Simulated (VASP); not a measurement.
# VSi (zincblende type) (F-43m) in VASP: notebook

The runs below take VSi (zincblende type) through single point, relaxation of cell and atoms, with PBE.

Everything below comes from runs of VASP 6.6.1. Logs are shortened: lines on timing, memory, paths and dates and some standing lists are left out, and cuts for length are marked.

## (1) The cell of the first run

It takes space group F-43m (No. 216, cubic). The conventional cell has a = 5.529 Å, b = 5.529 Å, c = 5.529 Å, α = 90.00°, β = 90.00°, γ = 90.00°. Within 3.2 Å of V (site symmetry -43m) lie 4 Si at 2.39 Å. Within 3.2 Å of Si (site symmetry -43m) lie 4 V at 2.39 Å.

## (2) Single point, PBE, collinear spin, ferromagnetic start

Contents of INCAR:

```
  PREC = Accurate
  ENCUT = 520
  EDIFF = 1E-6
  ISMEAR = -1
  SIGMA = 0.05
  LREAL = False
  LASPH = True
  NELM = 150
  ALGO = Normal
  ISIF = 2
  LWAVE = False
  LCHARG = False
  ISPIN = 2
  MAGMOM = 1.5 0
  LORBIT = 11
  LMAXMIX = 4
  GGA = PE
  NBANDS = 20
```

Contents of KPOINTS:

```
Automatic mesh
0
Gamma
  11 11 11
```

Contents of POSCAR:

```
VSi
1.0
    0.0000000000      2.7645669837      2.7645669837
    2.7645669837      0.0000000000      2.7645669837
    2.7645669837      2.7645669837      0.0000000000
V Si
1 1
Direct
    0.0000000000      0.0000000000      0.0000000000
    0.2500000000      0.2500000000      0.2500000000
```

Potentials or basis: VASP PAW PBE potentials, release 64 (V_sv, Si).

The run is started by

```bash
$ cat potpaw_PBE.64/V_sv/POTCAR potpaw_PBE.64/Si/POTCAR > POTCAR
$ mpirun -np 1 vasp_std > vasp.out
```

OUTCAR:

```text
PREC = Accurate
   ENCUT = 520
   EDIFF = 1E-6
   ISMEAR = -1
   LREAL = False
   LASPH = True
   NELM = 150
   ISIF = 2
   ISPIN = 2
   LORBIT = 11
   GGA = PE

 ion  position               nearest neighbor table
   1  0.000  0.000  0.000-   2 2.39   2 2.39   2 2.39   2 2.39
   2  0.250  0.250  0.250-   1 2.39   1 2.39   1 2.39   1 2.39

  LATTYP: Found a face centered cubic cell.
 ALAT       =     5.5291339674

  Lattice vectors:

 A1 = (   0.0000000000,   2.7645669837,   2.7645669837)
 A2 = (   2.7645669837,   0.0000000000,   2.7645669837)
 A3 = (   2.7645669837,   2.7645669837,   0.0000000000)

Analysis of symmetry for initial positions (statically):
=====================================================================
 Subroutine PRICEL returns:
 Original cell was already a primitive cell.

 Routine SETGRP: Setting up the symmetry group for a
 face centered cubic supercell.

 Subroutine GETGRP returns: Found 24 space group operations
 (whereof 24 operations were pure point group operations)
 out of a pool of 48 trial point group operations.

The static configuration has the point symmetry T_d .

Analysis of symmetry for dynamics (positions and initial velocities):
=====================================================================
 Subroutine PRICEL returns:
 Original cell was already a primitive cell.

 Routine SETGRP: Setting up the symmetry group for a
 face centered cubic supercell.

 Subroutine GETGRP returns: Found 24 space group operations
 (whereof 24 operations were pure point group operations)
 out of a pool of 48 trial point group operations.

The dynamic configuration has the point symmetry T_d .

Analysis of structural, dynamic, and magnetic symmetry:
=====================================================================
 Subroutine PRICEL returns:
 Original cell was already a primitive cell.

 Routine SETGRP: Setting up the symmetry group for a
 face centered cubic supercell.

 Subroutine GETGRP returns: Found 24 space group operations
 (whereof 24 operations were pure point group operations)
 out of a pool of 48 trial point group operations.

The overall configuration has the point symmetry T_d .

 Subroutine INISYM returns: Found 24 space group operations
 (whereof 24 operations are pure point group operations),
 and found     1 'primitive' translations

----------------------------------------------------------------------------------------

                                     Primitive cell

[... 106 lines left out ...]
   EFERMI_NEDOS =   21; number of points for ismear=-14 and -15
   IALGO  =     38    algorithm
   IMIX   =      4    mixing-type and parameters
     AMIX     =   0.40;   BMIX     =  1.00
     AMIX_MAG =   1.60;   BMIX_MAG =  1.00
  volume/ion in A,a.u.               =      21.13       142.59
  Fermi-wavevector in a.u.,A,eV,Ry     =   1.208521  2.283773 19.871606  1.460522
  Thomas-Fermi vector in A             =   2.344126
   LORBIT       =     11    0 simple, 1 ext, 2 COOP (PROOUT), +10 PAW based schemes
   GGA     = PE    functional components
   LHFCALC =     F    Hartree Fock is set to
   AEXX    =    0.0000 exact exchange contribution
   IVDW    =     0    specifies the selected vdW correction
   LEPSILON=     F    determine dielectric tensor
   LRPA    =     F    only Hartree local field effects (RPA)
 spin polarized calculation
  energy-cutoff  :      520.00
  volume of cell :       42.26
 maximum number of plane-waves:      1159
 NGX is ok and might be reduce to    30
   NGX = 15   NGY = 15   NGZ = 15

 number of electron      16.9999991 magnetization       0.5514858

 Free energy of the ion-electron system (eV)
  ---------------------------------------------------
  ext. energy  EPLUGINS =         0.00000000
  ---------------------------------------------------
  free energy    TOTEN  =       -12.40715064 eV

  energy without entropy =      -12.38569008  energy(sigma->0) =      -12.39642036

 E-fermi :   4.7699     XC(G=0):  -9.8010

 val. band max:        4.7574574835   @ k =   0.0909   0.0909   0.0000
 cond. band min:       4.7726363924   @ k =  -0.3636   0.3636   0.1818
 fundamental gap:      0.0151789089
 Fermi energy:         4.7699481832

 spin component 1

 k-point     1 :       0.0000    0.0000    0.0000
  band No.  band energies     occupation
      1     -59.6469      1.00000
      2     -33.5015      1.00000
      3     -33.5015      1.00000
      4     -33.5015      1.00000
      5      -3.8586      1.00000
      6       3.1517      1.00000
[... 541 lines left out ...]
     19      18.3566      0.00000
     20      19.5059      0.00000

 [... further k-points ...]

 spin component 2

 k-point     1 :       0.0000    0.0000    0.0000
  band No.  band energies     occupation
      1     -59.1062      1.00000
      2     -32.9653      1.00000
      3     -32.9653      1.00000
      4     -32.9653      1.00000
      5      -3.8356      1.00000
      6       3.3806      1.00000
[... 541 lines left out ...]
     19      18.4004      0.00000
     20      19.6049      0.00000

 [... further k-points ...]
[... 5 lines left out ...]
  --------------------------------------------------------------------------------------
  -------------------------------------------------------------------------------------
  Total        0.0129764      0.0129764      0.0129764      0.0000000     -0.0000000      0.0000000
  in kB        0.4919862      0.4919862      0.4919862      0.0000000     -0.0000000      0.0000000
  external PRESSURE =       0.4919862 kB  Pullay stress =       0.0000000 kB

 VOLUME and BASIS-vectors are now :
 -----------------------------------------------------------------------------
  energy-cutoff  :      520.00
  volume of cell :       42.26
      direct lattice vectors                 reciprocal lattice vectors
     0.000000000  2.764566984  2.764566984    -0.180860150  0.180860150  0.180860150
     2.764566984  0.000000000  2.764566984     0.180860150 -0.180860150  0.180860150
     2.764566984  2.764566984  0.000000000     0.180860150  0.180860150 -0.180860150

 POSITION                                       TOTAL-FORCE (eV/Angst)
 -----------------------------------------------------------------------------------
      0.00000      0.00000      0.00000         0.000000      0.000000      0.000000
      1.38228      1.38228      1.38228        -0.000000     -0.000000     -0.000000
 -----------------------------------------------------------------------------------
    total drift:                                0.000000      0.000000      0.000000

  FREE ENERGIE OF THE ION-ELECTRON SYSTEM (eV)
  ---------------------------------------------------
  free  energy   TOTEN  =       -12.4071506367 eV

  energy  without entropy=      -12.3856900793  energy(sigma->0) =      -12.39642036

 total charge

# of ion       s       p       d       tot
------------------------------------------
    1        2.271   6.142   3.055  11.468
    2        0.822   0.950   0.000   1.772
--------------------------------------------------
tot          3.093   7.092   3.055  13.240

 magnetization (x)

# of ion       s       p       d       tot
------------------------------------------
    1        0.005  -0.001   0.534   0.538
    2       -0.007  -0.037   0.000  -0.044
--------------------------------------------------
tot         -0.002  -0.038   0.534   0.494
```

OSZICAR:

```text
N       E                     dE             d eps       ncg     rms          rms(c)
DAV:   1     0.124716278094E+03    0.12472E+03   -0.77648E+03  4480   0.791E+02
DAV:   2    -0.117654678917E+02   -0.13648E+03   -0.13067E+03  4716   0.253E+02
DAV:   3    -0.152180882670E+02   -0.34526E+01   -0.34167E+01  5284   0.426E+01
DAV:   4    -0.152426099623E+02   -0.24522E-01   -0.24515E-01  4940   0.393E+00
DAV:   5    -0.152429065294E+02   -0.29657E-03   -0.29656E-03  5148   0.453E-01    0.177E+01
DAV:   6    -0.152617978812E+02   -0.18891E-01   -0.13438E+01  4860   0.390E+01    0.166E+01
DAV:   7    -0.125642613208E+02    0.26975E+01   -0.86543E+00  4832   0.293E+01    0.486E+00
DAV:   8    -0.124014968023E+02    0.16276E+00   -0.27076E-01  4888   0.476E+00    0.137E+00
DAV:   9    -0.124061747594E+02   -0.46780E-02   -0.25582E-02  5028   0.117E+00    0.841E-01
DAV:  10    -0.124071220299E+02   -0.94727E-03   -0.27014E-03  4884   0.503E-01    0.267E-01
DAV:  11    -0.124070276383E+02    0.94392E-04   -0.45792E-04  5076   0.164E-01    0.117E-01
DAV:  12    -0.124070894044E+02   -0.61766E-04   -0.11725E-04  4912   0.675E-02    0.700E-02
DAV:  13    -0.124071218385E+02   -0.32434E-04   -0.21141E-05  5148   0.411E-02    0.330E-02
DAV:  14    -0.124071409343E+02   -0.19096E-04   -0.18384E-05  5044   0.326E-02    0.201E-02
DAV:  15    -0.124071472270E+02   -0.62928E-05   -0.66287E-06  5044   0.160E-02    0.123E-02
DAV:  16    -0.124071504427E+02   -0.32157E-05   -0.49917E-06  5088   0.177E-02    0.477E-03
DAV:  17    -0.124071506367E+02   -0.19404E-06   -0.10144E-06  3500   0.549E-03
   1 F= -.12407151E+02 E0= -.12396420E+02  d E =-.214606E-01  mag=     0.5519
```

stdout:

```text
POSCAR found type information on POSCAR V Si
 POSCAR found :  2 types and       2 ions
 scaLAPACK will be used
 LDA part: xc-table for (Slater+PW92), standard interpolation
 POSCAR, INCAR and KPOINTS ok, starting setup
 FFT: planning ... GRIDC
 FFT: planning ... GRID_SOFT
 FFT: planning ... GRID
 WAVECAR not read
 entering main loop
```

Wall time 1.7 min (1 thread of Intel Xeon Platinum 8259CL at 2.50GHz (Skylake/Cascade Lake), shared host); peak memory 0.23 GiB.

Results:

```yaml
Free_energy: -12.4072 eV
Pressure: 0.0 GPa
Net_moment: 0.55 μB per cell
Site_moments: V +0.54; Si -0.04 μB
Valence_electrons_inside_the_program's_atomic_spheres: V 11.47; Si 1.77
```

## (3) Relaxation of cell and atoms, PBE, collinear spin, ferromagnetic start

This run uses another cell than the first one, of 22.13 Å³/atom, 1.048 times its volume.

Contents of INCAR:

```
SYSTEM = VSi
PREC     = Accurate       ! precision mode
ENCUT    = 600            ! plane-wave cutoff, eV
EDIFF    = 1E-6           ! SCF threshold, eV
ISMEAR   = -1             ! smearing method
SIGMA    = 0.05           ! smearing width, eV
LREAL    = .FALSE.        ! projectors in reciprocal space
LASPH    = .TRUE.         ! aspherical terms in the spheres
NELM     = 150            ! most SCF steps
ALGO     = Normal         ! electronic algorithm
ISIF     = 3              ! what is computed and relaxed
LWAVE    = .FALSE.        ! write WAVECAR
LCHARG   = .FALSE.        ! write CHGCAR
ISPIN    = 2              ! spin polarisation
MAGMOM   = 1.5 0          ! initial moments
LORBIT   = 11             ! projections on sites
LMAXMIX  = 4              ! l up to which the mixer works
GGA      = PE             ! functional
IBRION   = 2              ! ionic algorithm
NSW      = 100            ! ionic steps
EDIFFG   = -0.005         ! ionic threshold
```

Contents of KPOINTS:

```
regular mesh
0
G
  11 11 11
  0 0 0
```

Contents of POSCAR:

```
VSi
1.0
    0.0000000000      2.8077489906      2.8077489906
    2.8077489906      0.0000000000      2.8077489906
    2.8077489906      2.8077489906      0.0000000000
V Si
1 1
Direct
    0.0000000000      0.0000000000      0.0000000000
    0.2500000000      0.2500000000      0.2500000000
```

Potentials or basis: VASP PAW PBE potentials, release 64 (V_sv, Si).

The run is started by

```bash
$ cat potpaw_PBE.64/V_sv/POTCAR potpaw_PBE.64/Si/POTCAR > POTCAR
$ mpirun -np 1 vasp_std > vasp.out
```

OUTCAR:

```text
SYSTEM = VSi
   PREC = Accurate
   ENCUT = 600
   EDIFF = 1E-6
   ISMEAR = -1
   LREAL = .FALSE.
   LASPH = .TRUE.
   NELM = 150
   ISIF = 3
   ISPIN = 2
   LORBIT = 11
   GGA = PE
   IBRION = 2
   NSW = 100
   EDIFFG = -0.005

 ion  position               nearest neighbor table
   1  0.000  0.000  0.000-   2 2.43   2 2.43   2 2.43   2 2.43
   2  0.250  0.250  0.250-   1 2.43   1 2.43   1 2.43   1 2.43

  LATTYP: Found a face centered cubic cell.
 ALAT       =     5.6154979812

  Lattice vectors:

 A1 = (   0.0000000000,   2.8077489906,   2.8077489906)
 A2 = (   2.8077489906,   0.0000000000,   2.8077489906)
 A3 = (   2.8077489906,   2.8077489906,   0.0000000000)

Analysis of symmetry for initial positions (statically):
=====================================================================
 Subroutine PRICEL returns:
 Original cell was already a primitive cell.

 Routine SETGRP: Setting up the symmetry group for a
 face centered cubic supercell.
[... 647 lines left out ...]
      6       2.4454      1.00000
      7       3.2068      1.00000
      8       3.4438      1.00000
      9       4.6260      0.93881
     10       5.0097      0.00708
     11       7.3179      0.00000
     12       7.7831      0.00000
     13       9.9145      0.00000

 [... further k-points ...]

 spin component 2

 k-point     1 :       0.0000    0.0000    0.0000
  band No.  band energies     occupation
      1     -59.1113      1.00000
      2     -32.9705      1.00000
      3     -32.9705      1.00000
      4     -32.9705      1.00000
      5      -3.8394      1.00000
      6       3.3760      1.00000
      7       3.3760      1.00000
      8       3.3760      1.00000
      9       5.4246      0.00000
     10       5.4246      0.00000
     11      11.0552      0.00000
     12      11.0552      0.00000
     13      11.0552      0.00000
[... 397 lines left out ...]
  FREE ENERGIE OF THE ION-ELECTRON SYSTEM (eV)
  ---------------------------------------------------
  free  energy   TOTEN  =       -12.4076607300 eV

  energy  without entropy=      -12.3861689524  energy(sigma->0) =      -12.39691484

 reached required accuracy - stopping structural energy minimisation

 total charge

# of ion       s       p       d       tot
------------------------------------------
    1        2.271   6.142   3.054  11.467
    2        0.822   0.949   0.000   1.772
--------------------------------------------------
tot          3.093   7.091   3.054  13.239

 magnetization (x)

# of ion       s       p       d       tot
------------------------------------------
    1        0.005  -0.001   0.538   0.542
    2       -0.007  -0.037   0.000  -0.045
--------------------------------------------------
tot         -0.002  -0.039   0.538   0.498
```

CONTCAR:

```text
VSi
   1.00000000000000
     0.0000000000000000    2.7653452915963301    2.7653452915963301
     2.7653452915963301    0.0000000000000000    2.7653452915963301
     2.7653452915963301    2.7653452915963301    0.0000000000000000
  V               Si
     1     1
Direct
     0.0000000000000000    0.0000000000000000    0.0000000000000000
     0.2500000000000000    0.2500000000000000    0.2500000000000000

  0.00000000E+00  0.00000000E+00  0.00000000E+00
  0.00000000E+00  0.00000000E+00  0.00000000E+00
```

Run time: 2.1 min. Hardware: 1 thread of Intel Xeon Platinum 8259CL at 2.50GHz (Skylake/Cascade Lake), shared host; peak memory 0.25 GiB.

Results:

| Item | Value |
| --- | --- |
| Free energy | -12.4077 eV |
| Relaxed volume | 21.15 Å³/atom |
| Relaxed cell | a = 3.911 Å, b = 3.911 Å, c = 3.911 Å, α = 60.00°, β = 60.00°, γ = 60.00° |
| Space group after relaxing (to 0.05 Å) | F-43m (No. 216) |
| Energy gained by relaxing | 8.8 meV/atom |
| Ionic steps | 3 |
| Pressure after relaxing | 0.0 GPa |
| Net moment | 0.56 μB per cell |
| Site moments | V +0.54; Si -0.04 μB |
| Valence electrons inside the program's atomic spheres | V 11.47; Si 1.77 |

Step by step:
| step | energy change (eV) | largest force (eV/Å) | pressure (GPa) | volume (Å³) |
| --- | --- | --- | --- | --- |
| 1 | 0.0000 | 0.0000 | -2.68 | 44.27 |
| 2 | -0.0170 | 0.0000 | 0.61 | 41.94 |
| 3 | -0.0176 | 0.0000 | -0.01 | 42.29 |

Final structure:
```
V Si
1.0
     0.00000    2.76535    2.76535
     2.76535    0.00000    2.76535
     2.76535    2.76535    0.00000
V Si
1 1
Cartesian
  0.0000 0.0000 0.0000
  1.3827 1.3827 1.3827
```
